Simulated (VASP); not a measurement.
A run of VASP 6.6.1 is set up as follows.

The input POSCAR:

```
ZnS
1.0
    3.9441023831      0.0000000000      0.0000000000
   -1.9720511916      3.4156928589      0.0000000000
    0.0000000000      0.0000000000      5.8934784853
Zn S
2 2
Direct
    0.3333333333      0.6666666667      0.0000000000
    0.6666666667      0.3333333333      0.5000000000
    0.3333333333      0.6666666667      0.5000000000
    0.6666666667      0.3333333333      1.0000000000
```

INCAR.step1

```
  ALGO = Normal
  EDIFF = 1E-4
  ENCUT = 520
  GGA = PE
  ISMEAR = 0
  LASPH = T
  LCHARG = F
  LREAL = F
  LWAVE = T
  NBANDS = 26
  NELM = 100
  PREC = Accurate
  SIGMA = 0.02
```

INCAR.step2

```
  ALGO = Normal
  EDIFF = 1E-6
  ENCUT = 520
  ISIF = 2
  ISMEAR = 0
  ISTART = 1
  LASPH = T
  LCHARG = T
  LELF = T
  LMIXTAU = T
  LREAL = F
  LVHAR = T
  LWAVE = F
  METAGGA = R2SCAN
  NBANDS = 26
  NELM = 100
  PREC = Accurate
  SIGMA = 0.02
```

KPOINTS

```
k-points
0
Gamma
  9 9 6
```

Potentials or basis: VASP PAW PBE potentials, release 64 (Zn, S).

Command:

```sh
$ cat potpaw_PBE.64/Zn/POTCAR potpaw_PBE.64/S/POTCAR > POTCAR
$ cp INCAR.step1 INCAR
$ mpirun -np 1 vasp_std > vasp.out
$ cp INCAR.step2 INCAR
$ mpirun -np 1 vasp_std > vasp.out
```

Problem. Estimate the band gap on the k mesh.

Solution. 1.97 eV, direct.

Problem. What does it give for the pressure?

Solution. 0.0 GPa.

Stress tensor (GPa, compression positive):
```
 0.09  0.00  0.00
 0.00  0.09  0.00
 0.00  0.00 -0.03
```

Caveat: the PAW data sets were made with another functional, which shifts forces and pressure a little. r2SCAN opens gaps a little over a GGA but as a rule still falls short of measured ones.
